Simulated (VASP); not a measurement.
# VS3 (Pm-3n) in VASP: notebook

VS3 is run at these levels: PBE; tasks: relaxation of cell and atoms, single point.

Everything below comes from runs of VASP 6.6.1. Logs are shortened: lines on timing, memory, paths and dates and some standing lists are left out, and cuts for length are marked.

## 1. The cell of the first run

Symmetry: Pm-3n, No. 223, cubic system. Conventional cell: a = 5.402 Å, b = 5.402 Å, c = 5.402 Å, α = 90.00°, β = 90.00°, γ = 90.00°. V (site symmetry m-3) has 12 S at 3.02 Å within 4.0 Å. S (site symmetry -4m2) has 10 S at 2.70 to 3.31 Å and 4 V at 3.02 Å within 3.6 Å.

## 2. Relaxation of cell and atoms, PBE, collinear spin, ferrimagnetic start

INCAR reads:

```
SYSTEM = VS3
PREC = Accurate
ENCUT = 500
EDIFF = 1E-7
ISMEAR = 0
SIGMA = 0.1
LREAL = .FALSE.
LASPH = .TRUE.
NELM = 200
ALGO = Normal
ISIF = 3
LWAVE = .FALSE.
LCHARG = .FALSE.
ISPIN = 2
MAGMOM = 2.58 2.58 -0.39 -0.39 -0.39 -0.39 -0.39 -0.39
LORBIT = 11
LMAXMIX = 4
GGA = PE
IBRION = 2
NSW = 90
EDIFFG = -0.04
GGA_COMPAT = .FALSE.
NELMIN = 4
```

KPOINTS reads:

```
Automatic mesh
0
G
  4 4 4
  0 0 0
```

POSCAR reads:

```
VS3
1.0
    5.4015214694      0.0000000000      0.0000000000
    0.0000000000      5.4015214694      0.0000000000
    0.0000000000      0.0000000000      5.4015214694
V S
2 6
Direct
    0.0000000000      0.0000000000      0.0000000000
    0.5000000000      0.5000000000      0.5000000000
    0.0000000000      0.5000000000      0.2500000000
    0.0000000000      0.5000000000      0.7500000000
    0.2500000000      0.0000000000      0.5000000000
    0.7500000000      0.0000000000      0.5000000000
    0.5000000000      0.7500000000      0.0000000000
    0.5000000000      0.2500000000      0.0000000000
```

Potentials or basis: VASP PAW PBE potentials, release 64 (V_sv, S).

Command:

```sh
cat potpaw_PBE.64/V_sv/POTCAR potpaw_PBE.64/S/POTCAR > POTCAR
mpirun -np 1 vasp_std > vasp.out
```

OUTCAR:

```text
SYSTEM = VS3
   PREC = Accurate
   ENCUT = 500
   EDIFF = 1E-7
   ISMEAR = 0
   LREAL = .FALSE.
   LASPH = .TRUE.
   NELM = 200
   ISIF = 3
   ISPIN = 2
   LORBIT = 11
   GGA = PE
   IBRION = 2
   NSW = 90
   EDIFFG = -0.04
   NELMIN = 4

 ion  position               nearest neighbor table
   1  0.000  0.000  0.000-
   2  0.500  0.500  0.500-
   3  0.000  0.500  0.250-   4 2.70   4 2.70
   4  0.000  0.500  0.750-   3 2.70   3 2.70
   5  0.250  0.000  0.500-   6 2.70   6 2.70
   6  0.750  0.000  0.500-   5 2.70   5 2.70
   7  0.500  0.750  0.000-   8 2.70   8 2.70
   8  0.500  0.250  0.000-   7 2.70   7 2.70

  LATTYP: Found a simple cubic cell.
 ALAT       =     5.4015214694

  Lattice vectors:

 A1 = (   5.4015214694,   0.0000000000,   0.0000000000)
 A2 = (   0.0000000000,   5.4015214694,   0.0000000000)
 A3 = (   0.0000000000,   0.0000000000,   5.4015214694)

Analysis of symmetry for initial positions (statically):
=====================================================================
 Subroutine PRICEL returns:
 Original cell was already a primitive cell.

 Routine SETGRP: Setting up the symmetry group for a
 simple cubic supercell.

 Subroutine GETGRP returns: Found 48 space group operations
 (whereof 24 operations were pure point group operations)
 out of a pool of 48 trial point group operations.

The static configuration has the point symmetry T_h .
 The point group associated with its full space group is O_h .

Analysis of symmetry for dynamics (positions and initial velocities):
=====================================================================
 Subroutine PRICEL returns:
 Original cell was already a primitive cell.

 Routine SETGRP: Setting up the symmetry group for a
 simple cubic supercell.

 Subroutine GETGRP returns: Found 48 space group operations
 (whereof 24 operations were pure point group operations)
 out of a pool of 48 trial point group operations.

The dynamic configuration has the point symmetry T_h .
 The point group associated with its full space group is O_h .

Analysis of structural, dynamic, and magnetic symmetry:
=====================================================================
 Subroutine PRICEL returns:
 Original cell was already a primitive cell.

 Routine SETGRP: Setting up the symmetry group for a
 simple cubic supercell.

 Subroutine GETGRP returns: Found 48 space group operations
[... 126 lines left out ...]
   GGA     = PE    functional components
   LHFCALC =     F    Hartree Fock is set to
   AEXX    =    0.0000 exact exchange contribution
   IVDW    =     0    specifies the selected vdW correction
   LEPSILON=     F    determine dielectric tensor
   LRPA    =     F    only Hartree local field effects (RPA)
 conjugate gradient relaxation of ions
 spin polarized calculation
 Gauss-broadening in eV      SIGMA  =   0.10
  energy-cutoff  :      500.00
  volume of cell :      157.60
 maximum number of plane-waves:      4032
 NGX is ok and might be reduce to    40
   NGX = 19   NGY = 19   NGZ = 19

--------------------------------------- Ionic step        1  -------------------------------------------

 number of electron      61.9999945 magnetization       0.0459792

 number of electron      61.9999945 magnetization      -0.0000413

 Free energy of the ion-electron system (eV)
  ---------------------------------------------------
  ext. energy  EPLUGINS =         0.00000000
  ---------------------------------------------------
  free energy    TOTEN  =       -38.22413087 eV

  energy without entropy =      -38.17726403  energy(sigma->0) =      -38.20069745

------------------------ aborting loop because EDIFF is reached ----------------------------------------

  FORCE on cell =-STRESS in cart. coord.  units (eV):
  Direction    XX          YY          ZZ          XY          YZ          ZX
  --------------------------------------------------------------------------------------
  -------------------------------------------------------------------------------------
  Total      -18.3492819    -18.3492819    -18.3492819      0.0000000      0.0000000      0.0000000
  in kB     -186.5440217   -186.5440217   -186.5440217      0.0000000      0.0000000      0.0000000
  external PRESSURE =    -186.5440217 kB  Pullay stress =       0.0000000 kB
[... 31 lines left out ...]
 number of electron      61.9999988 magnetization       0.0000255

 number of electron      61.9999988 magnetization      -0.0007351

 E-fermi :  10.2342     XC(G=0): -11.9804

 val. band max:       10.1572342277   @ k =   0.5000   0.5000   0.0000
 cond. band min:      10.2719747437   @ k =   0.2500   0.2500   0.2500
 fundamental gap:      0.1147405160
 Fermi energy:        10.2341563208

 spin component 1

 k-point     1 :       0.0000    0.0000    0.0000
  band No.  band energies     occupation
      1     -54.9678      1.00000
      2     -54.9672      1.00000
      3     -28.8057      1.00000
      4     -28.8057      1.00000
      5     -28.8057      1.00000
      6     -28.8000      1.00000
[... 855 lines left out ...]
 number of electron      62.0000025 magnetization      -0.0003311

 number of electron      62.0000025 magnetization       0.0000143

 Free energy of the ion-electron system (eV)
  ---------------------------------------------------
  ext. energy  EPLUGINS =         0.00000000
  ---------------------------------------------------
  free energy    TOTEN  =       -41.49220807 eV

  energy without entropy =      -41.45961723  energy(sigma->0) =      -41.47591265

 E-fermi :   9.6561     XC(G=0): -11.7957

 val. band max:        9.5639458844   @ k =   0.5000   0.5000   0.0000
 cond. band min:       9.6984953632   @ k =   0.2500   0.2500   0.2500
 fundamental gap:      0.1345494787
 Fermi energy:         9.6560677801

 spin component 1

 k-point     1 :       0.0000    0.0000    0.0000
  band No.  band energies     occupation
      1     -55.5533      1.00000
      2     -55.5529      1.00000
      3     -29.3825      1.00000
      4     -29.3825      1.00000
      5     -29.3825      1.00000
      6     -29.3778      1.00000
[... 847 lines left out ...]
  FREE ENERGIE OF THE ION-ELECTRON SYSTEM (eV)
  ---------------------------------------------------
  free  energy   TOTEN  =       -41.4922080719 eV

  energy  without entropy=      -41.4596172282  energy(sigma->0) =      -41.47591265

 reached required accuracy - stopping structural energy minimisation

 total charge

# of ion       s       p       d       tot
------------------------------------------
    1        2.154   6.107   2.966  11.228
    2        2.154   6.107   2.966  11.228
    3        1.404   2.202   0.000   3.606
    4        1.404   2.202   0.000   3.606
    5        1.404   2.202   0.000   3.606
    6        1.404   2.202   0.000   3.606
    7        1.404   2.202   0.000   3.606
    8        1.404   2.202   0.000   3.606
--------------------------------------------------
tot         12.735  25.426   5.933  44.094

 magnetization (x)

# of ion       s       p       d       tot
------------------------------------------
    1       -0.000   0.000   0.000   0.000
    2       -0.000   0.000   0.000   0.000
    3        0.000   0.000   0.000   0.000
    4        0.000   0.000   0.000   0.000
    5        0.000   0.000   0.000   0.000
    6        0.000   0.000   0.000   0.000
    7        0.000   0.000   0.000   0.000
    8        0.000   0.000   0.000   0.000
--------------------------------------------------
tot          0.000   0.000   0.000   0.000
```

Wall time 5.3 min (1 thread of AMD EPYC 9R45 (Zen 5), shared host); peak memory 0.29 GiB.

Results:

```yaml
Free_energy: -41.4922 eV
Relaxed_volume: 14.37 Å³/atom
Relaxed_cell: a = 4.863 Å, b = 4.863 Å, c = 4.863 Å, α = 90.00°, β = 90.00°, γ = 90.00°
Space_group_after_relaxing_to_0.05_Å: Pm-3n (No. 223)
Energy_gained_by_relaxing: 408.5 meV/atom
Ionic_steps: 3
Pressure_after_relaxing: 0.1 GPa
Band_gap_on_the_k_mesh: zero (filled and empty bands overlap)
Net_moment: 0.00 μB per cell
Valence_electrons_inside_the_program's_atomic_spheres: V 11.23; S 3.61
```

The path:
```
step  energy change (eV)  largest force (eV/Å)  pressure (GPa)  volume (Å³)
   1              0.0000                0.0000          -18.65       157.60
   2             -3.2075                0.0000            4.71       110.86
   3             -3.2681                0.0000            0.12       114.99
```

Final structure:
```cif
data_structure
_symmetry_space_group_name_H-M 'P 1'
_symmetry_Int_Tables_number 1
_cell_length_a 4.8628
_cell_length_b 4.8628
_cell_length_c 4.8628
_cell_angle_alpha 90.000
_cell_angle_beta 90.000
_cell_angle_gamma 90.000
_cell_volume 114.99
loop_
_atom_site_label
_atom_site_type_symbol
_atom_site_fract_x
_atom_site_fract_y
_atom_site_fract_z
_atom_site_occupancy
V1 V 0.00000 0.00000 0.00000 1
V2 V 0.50000 0.50000 0.50000 1
S1 S 0.00000 0.50000 0.25000 1
S2 S 0.00000 0.50000 0.75000 1
S3 S 0.25000 0.00000 0.50000 1
S4 S 0.75000 0.00000 0.50000 1
S5 S 0.50000 0.75000 0.00000 1
S6 S 0.50000 0.25000 0.00000 1
```

Caveat: the volume moved by over 15 % at a fixed basis, so the end points are rough. With open d or f shells a metallic result of PBE can be an artefact of self-interaction; +U or a hybrid may open a gap.

## 3. Single point, PBE, collinear spin, ferrimagnetic start

This run uses another cell than the first one, of 14.74 Å³/atom, 0.748 times its volume.

INCAR reads:

```
SYSTEM = VS3
PREC = Accurate
ENCUT = 500
EDIFF = 1E-6
ISMEAR = 0
SIGMA = 0.1
LREAL = .False.
LASPH = .True.
NELM = 200
ALGO = Normal
ISIF = 2
LWAVE = .False.
LCHARG = .False.
ISPIN = 2
MAGMOM = 1.84 1.84 -0.17 -0.17 -0.17 -0.17 -0.17 -0.17
LORBIT = 11
LMAXMIX = 4
GGA = PE
NBANDS = 45
GGA_COMPAT = .False.
```

KPOINTS reads:

```
Automatic mesh
0
Gamma
  8 8 8
  0 0 0
```

Edit POSCAR of step 2 so:

```diff
@@ -2,5 +2,5 @@
 1.0
-    5.4015214694      0.0000000000      0.0000000000
-    0.0000000000      5.4015214694      0.0000000000
-    0.0000000000      0.0000000000      5.4015214694
+    4.9039178163      0.0000000000      0.0000000000
+    0.0000000000      4.9039178163      0.0000000000
+    0.0000000000      0.0000000000      4.9039178163
 V S
```

Potentials or basis: VASP PAW PBE potentials, release 64 (V_sv, S).

Command:

```sh
cat potpaw_PBE.64/V_sv/POTCAR potpaw_PBE.64/S/POTCAR > POTCAR
mpirun -np 1 vasp_std > vasp.out
```

Run time: 11 min. Hardware: 1 thread of AMD EPYC 7R43 (Zen 3), shared host; peak memory 0.36 GiB.

It converged, with:

```yaml
Free_energy: -41.4306 eV
Pressure: -2.7 GPa
Band_gap_on_the_k_mesh: zero (filled and empty bands overlap)
Net_moment: 0.00 μB per cell
Valence_electrons_inside_the_program's_atomic_spheres: V 11.19; S 3.60
```

Levels at points of the mesh, in eV from the Fermi level:
Spin up:
| k point | band 29 | band 30 | band 31 | band 32 | band 33 | band 34 | band 35 | band 36 |
| --- | --- | --- | --- | --- | --- | --- | --- | --- |
| (0.00, 0.00, 0.00) | -2.05 | 0.09 | 0.09 | 0.45 | 0.45 | 1.62 | 1.62 | 1.62 |
| (0.50, 0.00, 0.00) | -0.60 | -0.60 | -0.33 | -0.33 | 0.32 | 0.32 | 0.67 | 0.67 |
| (0.50, 0.50, 0.00) | -1.26 | -0.57 | -0.12 | -0.11 | -0.11 | -0.08 | -0.08 | 0.75 |
| (0.50, 0.50, 0.50) | -2.44 | -2.44 | -2.44 | -2.44 | 0.62 | 0.62 | 0.62 | 0.62 |
Spin down:
```csv
k point,band 28,band 29,band 30,band 31,band 32,band 33,band 34,band 35,band 36,band 37
"(0.00, 0.00, 0.00)",-2.05,-2.05,0.09,0.09,0.45,0.45,1.62,1.62,1.62,1.68
"(0.50, 0.00, 0.00)",-2.20,-0.60,-0.60,-0.33,-0.33,0.32,0.32,0.67,0.67,1.24
"(0.50, 0.50, 0.00)",-1.30,-1.26,-0.57,-0.12,-0.11,-0.11,-0.08,-0.08,0.75,0.75
"(0.50, 0.50, 0.50)",-2.44,-2.44,-2.44,-2.44,-2.44,0.62,0.62,0.62,0.62,0.62
```

With open d or f shells a metallic result of PBE can be an artefact of self-interaction; +U or a hybrid may open a gap.

## 4. Single point, PBE, collinear spin, ferrimagnetic start

This run uses another cell than the first one, of 14.83 Å³/atom, 0.753 times its volume.

INCAR reads:

```
SYSTEM = VS3
PREC = Accurate ; ENCUT = 500
EDIFF = 1E-6 ; ISMEAR = 0
SIGMA = 0.1 ; LREAL = .False.
LASPH = .True. ; NELM = 200
ALGO = Normal ; ISIF = 2
LWAVE = .False. ; LCHARG = .False.
ISPIN = 2 ; MAGMOM = 2.58 2.58 -0.39 -0.39 -0.39 -0.39 -0.39 -0.39
LORBIT = 11 ; LMAXMIX = 4
GGA = PE ; NBANDS = 45
GGA_COMPAT = .False.
```

KPOINTS reads:

```
Automatic mesh
0
Gamma
  4 4 4
  0 0 0
```

Edit POSCAR of step 3 so:

```diff
@@ -2,5 +2,5 @@
 1.0
-    4.9039178163      0.0000000000      0.0000000000
-    0.0000000000      4.9039178163      0.0000000000
-    0.0000000000      0.0000000000      4.9039178163
+    4.9141893485      0.0000000000      0.0000000000
+    0.0000000000      4.9141893485      0.0000000000
+    0.0000000000      0.0000000000      4.9141893485
 V S
```

Command:

```sh
cat potpaw_PBE.64/V_sv/POTCAR potpaw_PBE.64/S/POTCAR > POTCAR
mpirun -np 1 vasp_std > vasp.out
```

It took 2.5 min on 1 thread of AMD EPYC 7R43 (Zen 3), shared host; peak memory 0.24 GiB.

Results (log left out):

```
Free energy                                           : -41.4417 eV
Pressure                                              : -3.4 GPa
Band gap on the k mesh                                : zero (filled and empty bands overlap)
Net moment                                            : 0.00 μB per cell
Valence electrons inside the program's atomic spheres : V 11.19; S 3.60
```

Levels at points of the mesh, in eV from the Fermi level:
Spin up:
```tsv
k point	band 28	band 29	band 30	band 31	band 32	band 33	band 34	band 35	band 36	band 37
(0.00, 0.00, 0.00)	-2.04	-2.04	0.11	0.11	0.48	0.48	1.61	1.61	1.61	1.68
(0.50, 0.00, 0.00)	-2.22	-0.62	-0.62	-0.30	-0.30	0.34	0.34	0.69	0.69	1.23
(0.50, 0.50, 0.00)	-1.34	-1.25	-0.54	-0.12	-0.12	-0.10	-0.09	-0.09	0.76	0.76
(0.50, 0.50, 0.50)	-2.46	-2.46	-2.46	-2.46	-2.46	0.62	0.62	0.62	0.62	0.62
```
Spin down:
```csv
k point,band 30,band 31,band 32,band 33,band 34,band 35
"(0.00, 0.00, 0.00)",0.11,0.11,0.48,0.48,1.61,1.61
"(0.50, 0.00, 0.00)",-0.62,-0.30,-0.30,0.34,0.34,0.69
"(0.50, 0.50, 0.00)",-0.54,-0.12,-0.12,-0.10,-0.09,-0.09
"(0.50, 0.50, 0.50)",-2.46,-2.46,-2.46,0.62,0.62,0.62
```

With open d or f shells a metallic result of PBE can be an artefact of self-interaction; +U or a hybrid may open a gap.

## 5. Summary

| task | cell | k mesh | gap on the mesh (eV) | pressure (GPa) | moment (μB) |
| --- | --- | --- | --- | --- | --- |
| relaxation of cell and atoms | relaxed from a = 5.402 Å, 8 atoms | 4 × 4 × 4 | none | 0.1 | 0.00 |
| single point | a = 4.904 Å, 8 atoms | 8 × 8 × 8 | none | -2.7 | 0.00 |
| single point | a = 4.914 Å, 8 atoms | 4 × 4 × 4 | none | -3.4 | 0.00 |

Alike in all rows: level PBE; potentials or basis VASP PAW PBE potentials, release 64 (V_sv, S); spin collinear, ferrimagnetic start; cutoff (eV) 500; smearing gaussian 0.1 eV.

Caveats: the volume moved by over 15 % at a fixed basis, so the end points are rough (some runs).

Absolute energies hang on the potentials; compare differences alone.
